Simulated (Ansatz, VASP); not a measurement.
# Mn2ZnAs2 in VASP and in Ansatz

```
Mn As Zn
1.0
     4.15525    0.00000    0.00000
    -2.07762    3.59855    0.00000
     0.00000    0.00000    6.66219
Mn As Zn
2 2 1
Cartesian
  -0.0002 2.3992 2.4613
  2.0778 1.1994 4.2009
  -0.0002 2.3992 5.1161
  2.0778 1.1994 1.5461
  0.0000 0.0000 0.0000
```

Alike in both runs: task single point; functional PBE; k mesh 5 × 5 × 3; occupations gaussian, width 0.059 eV; no spin polarisation.

```csv
,VASP,Ansatz
version,VASP 6.6.1,Ansatz 0.2.0
potentials or method,"VASP PAW PBE potentials, release 64 (Mn_pv, As, Zn), cutoff 520 eV",PAW plane waves
valence electrons in the cell,48,72
```

|  | VASP | Ansatz | Ansatz less VASP |
| --- | --- | --- | --- |
| gap on the k mesh at the Fermi level (eV) | none | none | - |
| pressure (GPa) | -17.3 | -17.4 | -0.16 |
| traceless stress, the component that is largest in VASP (GPa) | -1.98 | -1.99 | -0.006 |
| rms of the force components (eV/Å) | 0.817 | 0.823 | +0.0053 |

Atom by atom the forces differ by 0.005 eV/Å (rms over components). A gap of «none» marks a metal or a gap that the smearing closes. VASP's potentials hold 48 valence electrons a cell and Ansatz's 72, so a difference there can come from the potentials and not from the codes. Ansatz's warnings: structure snapped to symmetry.
